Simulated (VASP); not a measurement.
# Si (a cell with a defect) in VASP: notebook, part 2 of 2

VASP 6.6.1.

### 4 Single point, PBE

Contents of INCAR:

```
PREC = Accurate ; ENCUT = 520
EDIFF = 1E-6 ; ISMEAR = 0
SIGMA = 0.02 ; LREAL = Auto
LASPH = True ; NELM = 60
ALGO = Normal ; ISIF = 2
LWAVE = False ; LCHARG = False
GGA = PE ; NBANDS = 83
NELECT = 122.0
```

Contents of KPOINTS:

```
Automatic mesh
0
Gamma
  2 2 2
  0.5 0.5 0.5
```

Contents of POSCAR:

```
Si
1.0
    5.4700937548      5.4700937548      5.4700937548
    5.4700937548     -5.4700937548     -5.4700937548
   -5.4700937548      5.4700937548     -5.4700937548
Si
31
Direct
    0.7611147426      0.7500000336      0.2500000112
   -0.0008152511      0.7500000336     -0.0001784247
    0.7501784583      0.4993631960      0.5001784471
    0.2498215865      0.7500000336      0.7491847825
   -0.0008152511      0.4998215977      0.2500000112
    0.5000000224      0.7500000336      0.5111147314
    0.2388853023      0.4888853135     -0.0111147089
    0.7506368600      0.2508152623      0.7508152847
    0.0008152511      0.2508152623      0.5006368488
    0.5000000224      0.4998215977      0.7491847825
    0.7501784583      0.0001784247     -0.0006368264
    0.2498215865      0.2491847601      0.2500000112
    0.5000000224      0.2491847601     -0.0001784247
    0.0008152511      0.0006368264      0.7508152847
    0.2493631848      0.0001784247      0.5001784471
    0.5000000224      0.0111147089      0.2500000112
    0.7461651816      0.7500000336     -0.0030398016
    0.5000000224      0.4969601294      0.4961650790
    0.0000000000      0.7500000336      0.7500000336
    0.7461650902      0.4969601294      0.2500000112
    0.2469602096      0.7500000336      0.4961651704
    0.0007950504      0.5038348744      0.0038348520
    0.5000000224      0.2500000112      0.7500000336
    0.7530398353      0.2492049608      0.5030398241
    0.2538348632      0.5038348744      0.7507950840
    0.5000000224     -0.0038348520     -0.0030398016
    0.0000000000      0.2500000112      0.2500000112
    0.2538348632      0.2507950616      0.0038348520
    0.7530398353      0.0030398016      0.7492049833
   -0.0007950504      0.0030398016      0.5030398241
    0.2469602096     -0.0038348520      0.2500000112
```

Command:

```console
> cat potpaw_PBE.64/Si/POTCAR > POTCAR
> mpirun -np 1 vasp_std > vasp.out
```

It took 2.4 min on 1 thread of AMD EPYC 9R45 (Zen 5), shared host; peak memory 0.62 GiB.

It converged, with:

| Property | Result |
| --- | --- |
| Free energy | -174.9776 eV |
| Largest force | 0.020 eV/Å |

Forces on the atoms (eV/Å):
```
Si   0.004  0.004  0.004
Si  -0.006  0.002 -0.006
Si  -0.006 -0.002  0.006
Si   0.006  0.002  0.006
Si   0.002 -0.006 -0.006
Si  -0.004  0.004 -0.004
Si  -0.004 -0.004  0.004
Si   0.006  0.006  0.002
Si  -0.002  0.006 -0.006
Si   0.006 -0.006 -0.002
Si  -0.002 -0.006  0.006
Si   0.002  0.006  0.006
Si  -0.006  0.006 -0.002
Si   0.006 -0.002 -0.006
Si  -0.006 -0.006  0.002
Si   0.004 -0.004 -0.004
Si   0.013 -0.009  0.013
Si  -0.013  0.013  0.009
Si   0.000  0.000  0.000
Si  -0.009  0.013  0.013
Si  -0.013 -0.009 -0.013
Si  -0.013 -0.013 -0.009
Si   0.000  0.000  0.000
Si   0.013  0.009 -0.013
Si   0.009 -0.013  0.013
Si   0.013 -0.013  0.009
Si   0.000  0.000  0.000
Si  -0.013  0.009  0.013
Si   0.009  0.013 -0.013
Si   0.013  0.013 -0.009
Si  -0.009 -0.013 -0.013
```

Levels at points of the mesh, in eV from the Fermi level:
| k point | band 58 | band 59 | band 60 | band 61 | band 62 | band 63 | band 64 | band 65 |
| --- | --- | --- | --- | --- | --- | --- | --- | --- |
| (0.25, 0.25, 0.25) | -0.16 | -0.13 | -0.13 | -0.13 | 1.12 | 1.12 | 1.12 | 2.20 |

Caveat: the cell carries a net charge on a neutralising background, which shifts energy and pressure; the cell is charged against a uniform background, so pressure and absolute levels hang on convention.

### 5 Single point, PBE

Contents of INCAR:

```
ALGO = Normal
EDIFF = 1E-6
ENCUT = 520
GGA = PE
ISIF = 2
ISMEAR = 0
LASPH = True
LCHARG = False
LREAL = Auto
LWAVE = False
NBANDS = 83
NELECT = 122.0
NELM = 60
PREC = Accurate
SIGMA = 0.02
```

KPOINTS is that of step 4.

Contents of POSCAR:

```
Si
1.0
    5.4700937548      5.4700937548      5.4700937548
    5.4700937548     -5.4700937548     -5.4700937548
   -5.4700937548      5.4700937548     -5.4700937548
Si
31
Direct
    0.4888852221      0.7500000336      0.2500000112
    0.0030398016      0.7499999422      0.0038348520
    0.7499999422      0.5038348744      0.5030398241
    0.2499999198      0.7499999422      0.7499999422
    0.0030398931      0.5038348744      0.2500000112
    0.5038348744      0.7499999422      0.5030398241
    0.2507950616      0.4969601294     -0.0030398016
    0.7499999422      0.2499999198      0.7499999422
   -0.0038348520      0.2492049608      0.4961650790
    0.4969601294      0.4969601294      0.7507949926
    0.7499999422      0.0030398016      0.0038348520
    0.2499999198      0.2499999198      0.2499999198
    0.4969601294      0.2507950616     -0.0030398016
   -0.0038349434     -0.0038349434      0.7492048919
    0.2492049608     -0.0038348520      0.4961650790
    0.5038348744      0.0030398931      0.2500000112
    0.7499999422      0.7499999422     -0.0111148004
    0.4998215977      0.4998215977      0.5006367574
    0.0001783333      0.7499999422      0.7508151933
    0.7500000336      0.4888852221      0.2500000112
    0.2508151709      0.7499999422      0.5001783557
    0.0006368264      0.4998215977     -0.0001783333
    0.4993631046      0.2491847601      0.7491847825
    0.7499999422      0.2508151709      0.5001783557
    0.2491847601      0.4993631046      0.7491847825
    0.4998215977      0.0006368264     -0.0001783333
    0.0001783333      0.2508151709      0.2499999198
    0.2491847601      0.2491847601     -0.0006369178
    0.7499999422      0.0001783333      0.7508151933
    0.0111148004      0.0111148004      0.5111148228
    0.2508151709      0.0001783333      0.2499999198
```

Potentials or basis: VASP PAW PBE potentials, release 64 (Si).

Command:

```console
> cat potpaw_PBE.64/Si/POTCAR > POTCAR
> mpirun -np 1 vasp_std > vasp.out
```

OUTCAR:

```text
EDIFF = 1E-6
   ENCUT = 520
   GGA = PE
   ISIF = 2
   ISMEAR = 0
   LASPH = True
   LREAL = Auto
   NELECT = 122.0
   NELM = 60
   PREC = Accurate

 ion  position               nearest neighbor table
   1  0.489  0.750  0.250-   7 2.35   6 2.35  16 2.35
   2  0.003  0.750  0.004-  31 2.35  22 2.35  17 2.35  19 2.39
   3  0.750  0.504  0.503-  18 2.35  19 2.35  20 2.35  24 2.39
   4  0.250  0.750  0.750-  19 2.37  21 2.37  25 2.37  26 2.37
   5  0.003  0.504  0.250-  21 2.35  22 2.35  20 2.35  27 2.39
   6  0.504  0.750  0.503-  18 2.35  29 2.35   1 2.35  21 2.39
   7  0.251  0.497  0.997-  28 2.35  25 2.35   1 2.35  22 2.39
   8  0.750  0.250  0.750-  24 2.37  29 2.37  23 2.37  22 2.37
   9  0.996  0.249  0.496-  27 2.35  24 2.35  30 2.35  25 2.39
  10  0.497  0.497  0.751-  25 2.35  23 2.35  17 2.35  18 2.39
  11  0.750  0.003  0.004-  27 2.35  26 2.35  17 2.35  29 2.39
  12  0.250  0.250  0.250-  27 2.37  31 2.37  28 2.37  18 2.37
  13  0.497  0.251  0.997-  28 2.35  23 2.35  20 2.35  26 2.39
  14  0.996  0.996  0.749-  19 2.35  29 2.35  30 2.35  28 2.39
  15  0.249  0.996  0.496-  31 2.35  21 2.35  30 2.35  23 2.39
  16  0.504  0.003  0.250-  24 2.35  26 2.35   1 2.35  31 2.39
  17  0.750  0.750  0.989-  10 2.35   2 2.35  11 2.35
  18  0.500  0.500  0.501-   3 2.35   6 2.35  12 2.37  10 2.39
  19  0.000  0.750  0.751-   3 2.35  14 2.35   4 2.37   2 2.39
  20  0.750  0.489  0.250-  13 2.35   3 2.35   5 2.35
  21  0.251  0.750  0.500-   5 2.35  15 2.35   4 2.37   6 2.39
  22  0.001  0.500  1.000-   5 2.35   2 2.35   8 2.37   7 2.39
  23  0.499  0.249  0.749-  10 2.35  13 2.35   8 2.37  15 2.39
  24  0.750  0.251  0.500-  16 2.35   9 2.35   8 2.37   3 2.39
  25  0.249  0.499  0.749-  10 2.35   7 2.35   4 2.37   9 2.39
  26  0.500  0.001  1.000-  16 2.35  11 2.35   4 2.37  13 2.39
  27  0.000  0.251  0.250-  11 2.35   9 2.35  12 2.37   5 2.39
  28  0.249  0.249  0.999-   7 2.35  13 2.35  12 2.37  14 2.39
  29  0.750  0.000  0.751-   6 2.35  14 2.35   8 2.37  11 2.39
  30  0.011  0.011  0.511-  14 2.35   9 2.35  15 2.35
  31  0.251  0.000  0.250-   2 2.35  15 2.35  12 2.37  16 2.39

  LATTYP: Found a body centered cubic cell.
 ALAT       =    10.9401875096

  Lattice vectors:

 A1 = (   5.4700937548,   5.4700937548,   5.4700937548)
 A2 = (   5.4700937548,  -5.4700937548,  -5.4700937548)
 A3 = (  -5.4700937548,   5.4700937548,  -5.4700937548)

Analysis of symmetry for initial positions (statically):
=====================================================================
 Subroutine PRICEL returns:
 Original cell was already a primitive cell.

 Routine SETGRP: Setting up the symmetry group for a
 body centered cubic supercell.

 Subroutine GETGRP returns: Found 24 space group operations
 (whereof  2 operations were pure point group operations)
 out of a pool of 48 trial point group operations.

The static configuration has the point symmetry C_1h.
 The point group associated with its full space group is T_d .

Analysis of symmetry for dynamics (positions and initial velocities):
=====================================================================
 Subroutine PRICEL returns:
 Original cell was already a primitive cell.

 Routine SETGRP: Setting up the symmetry group for a
 body centered cubic supercell.

 Subroutine GETGRP returns: Found 24 space group operations
 (whereof  2 operations were pure point group operations)
 out of a pool of 48 trial point group operations.

[... 123 lines left out ...]
   ions per type =              31
   NGX,Y,Z   is equivalent  to a cutoff of  12.28, 12.28, 12.28 a.u.
   NGXF,Y,Z  is equivalent  to a cutoff of  24.57, 24.57, 24.57 a.u.
 SYSTEM =  unknown system
   PREC   = accura    normal or accurate (medium, high low for compatibility)
   ISTART =      0    job   : 0-new  1-cont  2-samecut
   ICHARG =      2    charge: 1-file 2-atom 10-const
   ISPIN  =      1    spin polarized calculation?
   LNONCOLLINEAR =      F non collinear calculations
   LSORBIT =      F    spin-orbit coupling
   LASPH  =      T    aspherical Exc in radial PAW
   ENCUT  =  520.0 eV  38.22 Ry    6.18 a.u.  17.62 17.62 17.62*2*pi/ulx,y,z
   NELM   =     60;   NELMIN=  2; NELMDL= -5     # of ELM steps
   EDIFF  = 0.1E-05   stopping-criterion for ELM
   LREAL  =      T    real-space projection
   EDIFFG = 0.1E-04   stopping-criterion for IOM
   NSW    =      0    number of steps for IOM
   IBRION =     -1    ionic relax: 0-MD 1-quasi-New 2-CG
   NFREE  =      0    steps in history (QN), initial steepest desc. (CG)
   ISIF   =      2    stress and relaxation
   ISYM   =      2    0-nonsym 1-usesym 2-fastsym
   POTIM  = 0.5000    time-step for ionic-motion
   TEBEG  =    0.0;   TEEND  =   0.0 temperature during run
   PSTRESS=    0.0 pullay stress
   NELECT =     122.0000    total number of electrons
   NUPDOWN=      -1.0000    fix difference up-down
   EMIN   =  10.00;   EMAX   =-10.00  energy-range for DOS
   EFERMI =   0.00;   METHOD = LEGACY
   ISMEAR =     0;   SIGMA  =   0.02  broadening in eV -4-tet -1-fermi 0-gaus
   EFERMI_NEDOS =   21; number of points for ismear=-14 and -15
   IALGO  =     38    algorithm
   IMIX   =      4    mixing-type and parameters
     AMIX     =   0.40;   BMIX     =  1.00
     AMIX_MAG =   1.60;   BMIX_MAG =  1.00
  volume/ion in A,a.u.               =      21.12       142.52
  Fermi-wavevector in a.u.,A,eV,Ry     =   0.935075  1.767036 11.896474  0.874366
  Thomas-Fermi vector in A             =   2.061946
   LORBIT       =      0    0 simple, 1 ext, 2 COOP (PROOUT), +10 PAW based schemes
   GGA     = PE    functional components
   LHFCALC =     F    Hartree Fock is set to
   AEXX    =    0.0000 exact exchange contribution
   IVDW    =     0    specifies the selected vdW correction
   LEPSILON=     F    determine dielectric tensor
   LRPA    =     F    only Hartree local field effects (RPA)
 non-spin polarized calculation
 Gauss-broadening in eV      SIGMA  =   0.02
  energy-cutoff  :      520.00
  volume of cell :      654.70
 maximum number of plane-waves:     17628
 NGX is ok and might be reduce to    70
   NGX = 35   NGY = 35   NGZ = 35

 number of electron     122.0000003 magnetization

 Free energy of the ion-electron system (eV)
  ---------------------------------------------------
  ext. energy  EPLUGINS =         0.00000000
  ---------------------------------------------------
  free energy    TOTEN  =      -174.97768719 eV

  energy without entropy =     -174.97768719  energy(sigma->0) =     -174.97768719

 E-fermi :   4.6844     XC(G=0):  -9.1364

 val. band max:        4.5549828643   @ k =   0.2500   0.2500   0.2500
 cond. band min:       5.2816003675   @ k =  -0.2500   0.2500   0.2500
 fundamental gap:      0.7266175032
 Fermi energy:         4.6844191518

 k-point     1 :       0.2500    0.2500    0.2500
  band No.  band energies     occupation
      1      -5.7070      2.00000
      2      -5.7070      2.00000
      3      -5.7070      2.00000
      4      -5.4405      2.00000
      5      -3.8391      2.00000
      6      -3.8391      2.00000
[... 65 lines left out ...]
     72       7.1250      0.00000
     73       7.1250      0.00000

 k-point     2 :      -0.2500    0.2500    0.2500
  band No.  band energies     occupation
      1      -6.1597      2.00000
      2      -5.2088      2.00000
      3      -5.2088      2.00000
      4      -5.1660      2.00000
      5      -4.9416      2.00000
      6      -4.4049      2.00000
[... 65 lines left out ...]
     72       7.6315      0.00000
     73       7.6315      0.00000
 [bands above 73 left out]

------------------------ aborting loop because EDIFF is reached ----------------------------------------

  FORCE on cell =-STRESS in cart. coord.  units (eV):
  Direction    XX          YY          ZZ          XY          YZ          ZX
  --------------------------------------------------------------------------------------
  -------------------------------------------------------------------------------------
  Total      -20.0230344    -20.0230344    -20.0230344      0.0000000      0.0000000      0.0000000
  in kB      -49.0000108    -49.0000108    -49.0000108      0.0000000      0.0000000      0.0000000
  external PRESSURE =     -49.0000108 kB  Pullay stress =       0.0000000 kB

 VOLUME and BASIS-vectors are now :
 -----------------------------------------------------------------------------
  energy-cutoff  :      520.00
  volume of cell :      654.70
      direct lattice vectors                 reciprocal lattice vectors
     5.470093755  5.470093755  5.470093755     0.091406112  0.091406112  0.000000000
     5.470093755 -5.470093755 -5.470093755     0.091406112  0.000000000 -0.091406112
    -5.470093755  5.470093755 -5.470093755     0.000000000  0.091406112 -0.091406112

 POSITION                                       TOTAL-FORCE (eV/Angst)
 -----------------------------------------------------------------------------------
      5.40930     -0.06080     -2.79585        -0.002852     -0.002852     -0.002852
      4.09822     -4.06497     -4.10692         0.014788      0.009933      0.014788
      4.10692      4.09822     -1.40513        -0.014788      0.014788     -0.009933
      1.36752      1.36752     -6.83762         0.000000     -0.000000      0.000000
      1.40513     -1.37187     -4.10692         0.009933      0.014788      0.014788
      4.10692      1.40513     -4.09822        -0.014788      0.009933     -0.014788
[... 23 lines left out ...]
     -2.67425      2.79585     -2.79585         0.002852      0.002852     -0.002852
      0.00543      2.73853      0.00348        -0.001193      0.006980      0.006980
 -----------------------------------------------------------------------------------
    total drift:                                0.000111     -0.000130      0.000130

  FREE ENERGIE OF THE ION-ELECTRON SYSTEM (eV)
  ---------------------------------------------------
  free  energy   TOTEN  =      -174.9776871930 eV

  energy  without entropy=     -174.9776871930  energy(sigma->0) =     -174.97768719
```

It took 2.6 min on 1 thread of AMD EPYC 9R45 (Zen 5), shared host; peak memory 0.65 GiB.

What came out:

```yaml
Free_energy: -174.9777 eV
Largest_force: 0.023 eV/Å
```

Forces on the atoms (eV/Å):
```
Si  -0.003 -0.003 -0.003
Si   0.015  0.010  0.015
Si  -0.015  0.015 -0.010
Si   0.000  0.000  0.000
Si   0.010  0.015  0.015
Si  -0.015  0.010 -0.015
Si  -0.015 -0.015  0.010
Si   0.000  0.000  0.000
Si   0.015 -0.010 -0.015
Si  -0.010 -0.015  0.015
Si   0.015 -0.015 -0.010
Si   0.000  0.000  0.000
Si  -0.015 -0.010  0.015
Si  -0.010  0.015 -0.015
Si   0.015  0.015  0.010
Si   0.010 -0.015 -0.015
Si   0.003 -0.003  0.003
Si   0.001  0.007 -0.007
Si  -0.007 -0.001 -0.007
Si  -0.003  0.003  0.003
Si   0.007 -0.001  0.007
Si   0.007  0.007 -0.001
Si  -0.007 -0.007 -0.001
Si   0.007 -0.007  0.001
Si  -0.007  0.001  0.007
Si   0.007  0.001 -0.007
Si  -0.001 -0.007 -0.007
Si   0.001 -0.007  0.007
Si  -0.007  0.007  0.001
Si   0.003  0.003 -0.003
Si  -0.001  0.007  0.007
```

Levels at points of the mesh, in eV from the Fermi level:
```tsv
k point	band 59	band 60	band 61	band 62	band 63	band 64
(0.25, 0.25, 0.25)	-0.13	-0.13	-0.13	1.12	1.12	1.12
```

Caveat: the cell carries a net charge on a neutralising background, which shifts energy and pressure; the cell is charged against a uniform background, so pressure and absolute levels hang on convention.
